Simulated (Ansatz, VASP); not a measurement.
## Two plane-wave programs on KBr

```xyz
2
Lattice="0.0000 3.8417 3.3391 3.8417 0.0000 3.3391 3.8417 3.8417 0.0000" Properties=species:S:1:pos:R:3 pbc="T T T"
K     0.0000    0.0000    0.0000
Br    1.9209    1.9209    1.6695
```

Change from the starting cell: epitaxial_xy strain +4.2%.

Alike in both runs: task single point; functional PBE; k mesh 6 × 6 × 6; occupations fermi-dirac, width 0.02 eV; no spin polarisation.

|  | VASP | Ansatz |
| --- | --- | --- |
| version | VASP 6.6.1 | Ansatz 0.2.0 |
| potentials or method | VASP PAW PBE potentials, release 64 (K_sv, Br) | plane waves, PAW |
| plane-wave cutoff (eV) | 520 | 420 |
| valence electrons in the cell | 16 | 16 |

|  | VASP | Ansatz | Ansatz less VASP |
| --- | --- | --- | --- |
| gap on the k mesh at the Fermi level (eV) | 4.23 | 4.23 | +0.001 |
| pressure (GPa) | 0.3 | 0.3 | -0.02 |
| traceless stress, the component that is largest in VASP (GPa) | -0.05 | -0.05 | +0.006 |

The functional is the same, so the differences come from potentials, cutoffs and numerics.
